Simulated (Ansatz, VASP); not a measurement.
## One calculation of Re, two programs

```
CELL_PARAMETERS angstrom
2.77687 0.00000 0.00000
-1.38844 2.40484 0.00000
0.00000 0.00000 4.47881
ATOMIC_POSITIONS crystal
Re 0.33333 0.66667 0.25000
Re 0.66667 0.33333 0.75000
```

Alike in both runs: task single point; functional PBE; k mesh 13 × 13 × 7; occupations gaussian, width 0.2 eV; no spin polarisation.

```csv
,VASP,Ansatz
version,VASP 6.6.1,Ansatz 0.2.0
potentials or method,"VASP PAW PBE potentials, release 64 (Re), cutoff 520 eV","plane waves (420 eV) with PAW, scalar-relativistic"
valence electrons in the cell,14,30
```

```csv
,VASP,Ansatz,Ansatz less VASP
pressure (GPa),-0.6,-0.1,+0.53
"traceless stress, the component that is largest in VASP (GPa)",-0.05,0.08,+0.123
```

VASP's potentials hold 14 valence electrons a cell and Ansatz's 30, so a difference there can come from the potentials and not from the codes.

Spin-orbit coupling is off throughout.
